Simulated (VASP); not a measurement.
## Ta: single point with LDA

Ta:

```
Ta
1.0
     2.93854    0.00000    0.00000
    -1.46927    2.54485    0.00000
     0.00000    0.00000    5.23426
Ta
2
Cartesian
  0.0000 1.6966 1.3086
  1.4693 0.8483 3.9257
```

This cell differs from its parent crystal: volume scaled by 1.04.

| Item | Value |
| --- | --- |
| Program | VASP 6.6.1 |
| Task | single point |
| Functional | LDA |
| Potentials or basis | VASP PAW LDA potentials, release 64 (Ta_pv) |
| Cutoff | 520 eV |
| k mesh | 11 × 11 × 5 |
| Occupations | fermi-dirac, width 0.05 eV |
| Spin | no spin polarisation |

| Item | Value |
| --- | --- |
| Pressure | -17.4 GPa |
| Band gap on the k mesh | zero (band 11 reaches 6.03 eV, above the bottom of band 12 at 4.63 eV) |

Stress tensor (GPa, compression positive):
```
-18.65   0.00   0.00
  0.00 -18.65   0.00
  0.00   0.00 -14.93
```

Levels at points of the mesh, in eV from the Fermi level:
```tsv
k point	band 9	band 10	band 11	band 12	band 13	band 14
(0.00, 0.00, 0.00)	-0.56	-0.08	0.54	0.54	1.07	1.07
```

Wall time 13 s on 1 thread of Intel Xeon 6975P-C, on a shared host, peak memory 0.16 GiB.

Caveat: spin-orbit coupling is left out, which moves the levels of the heavy elements.
